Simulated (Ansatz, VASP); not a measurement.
# One calculation of SnO2, two programs

```
Sn O
1.0
    -0.03800    2.53347    2.53347
     2.53347   -0.03800    2.53347
     2.49546    2.49546    0.00000
Sn O
1 2
Direct
  0.00000 0.00000 0.00000
  0.25083 0.25083 0.24917
  0.74917 0.74917 0.75083
```

Change from the starting cell: shear_xy strain -3.0%.

Alike in both runs: task single point; functional r2SCAN; k mesh 8 × 8 × 8; no spin polarisation.

|  | VASP | Ansatz |
| --- | --- | --- |
| version | VASP 6.6.1 | Ansatz 0.2.0 |
| potentials or method | VASP PAW PBE potentials, release 64 (Sn_d, O) | plane waves, PAW |
| plane-wave cutoff (eV) | 520 | 500 |
| occupations | gaussian, width 0.01 eV | fixed |
| valence electrons in the cell | 26 | 26 |

```csv
,VASP,Ansatz,Ansatz less VASP
gap on the k mesh at the Fermi level (eV),0.87,0.85,-0.019
pressure (GPa),1.5,0.2,-1.36
"traceless stress, the component that is largest in VASP (GPa)",0.62,0.52,-0.098
rms of the force components (eV/Å),0.006,0.001,-0.0042
```

VASP's potentials were made for PBE, not for r2SCAN. Atom by atom the forces differ by 0.004 eV/Å (rms over components).
